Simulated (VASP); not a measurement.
Set up this calculation in VASP 6.6.1, as the native input.

```yaml
Task: single point
Functional: PBE
Potentials_or_basis: VASP PAW PBE potentials, release 64 (Ti_sv, O)
Cutoff: 520 eV
k_mesh: 6 × 6 × 10
Occupations: gaussian, width 0.05 eV
Spin: no spin polarisation
Hubbard_terms: Ti d U = 4.0 eV
Dipole_correction: no
Further_INCAR_settings: ALGO = Normal; EDIFF = 1e-06; NBANDS = 33
```

The structure of TiO2 lies in POSCAR:

```
TiO2
1.0
    4.2691518190      0.0000000000      0.0000000000
    0.0000000000      4.2691518190      0.0000000000
    0.0000000000      0.0000000000      3.1266390186
Ti O
2 4
Direct
    0.0000000000      0.0000000000      0.0000000000
    0.5000000000      0.5000000000      0.5000000000
    0.3056475955      0.3056475955      0.0000000000
    0.1943524045      0.8056475955      0.5000000000
    0.6943524045      0.6943524045      0.0000000000
    0.8056475955      0.1943524045      0.5000000000
```

This cell differs from its parent crystal: strain -0.080 along x and y, +0.040 along z.

One way to write it, as run:

INCAR

```
SYSTEM = TiO2
PREC = Accurate ; ENCUT = 520
EDIFF = 1E-6 ; ISMEAR = 0
SIGMA = 0.05 ; LREAL = .False.
LASPH = .True. ; NELM = 150
ALGO = Normal ; ISIF = 2
LWAVE = .False. ; LCHARG = .True.
LMAXMIX = 4 ; LDAU = .True.
LDAUTYPE = 2 ; LDAUL = 2 -1
LDAUU = 4 0 ; LDAUJ = 0 0
LDAUPRINT = 1 ; GGA = PE
LELF = .True. ; LVHAR = .True.
NBANDS = 33
```

KPOINTS

```
regular mesh
0
Gamma
  6 6 10
  0 0 0
```

Potentials or basis: VASP PAW PBE potentials, release 64 (Ti_sv, O).

Launch:

```console
$ cat potpaw_PBE.64/Ti_sv/POTCAR potpaw_PBE.64/O/POTCAR > POTCAR
$ mpirun -np 1 vasp_std > vasp.out
```

Results of the run:

```
Pressure               : 38.5 GPa
Largest force          : 0.276 eV/Å
Band gap on the k mesh : 2.72 eV, direct
```

Caveat: the cell differs from its parent crystal (strain -0.080 along x and y, +0.040 along z).

It took 100 s on 1 thread of Intel(R) Xeon(R) Platinum 8488C (Sapphire Rapids) (shared host), peak memory 0.22 GiB.
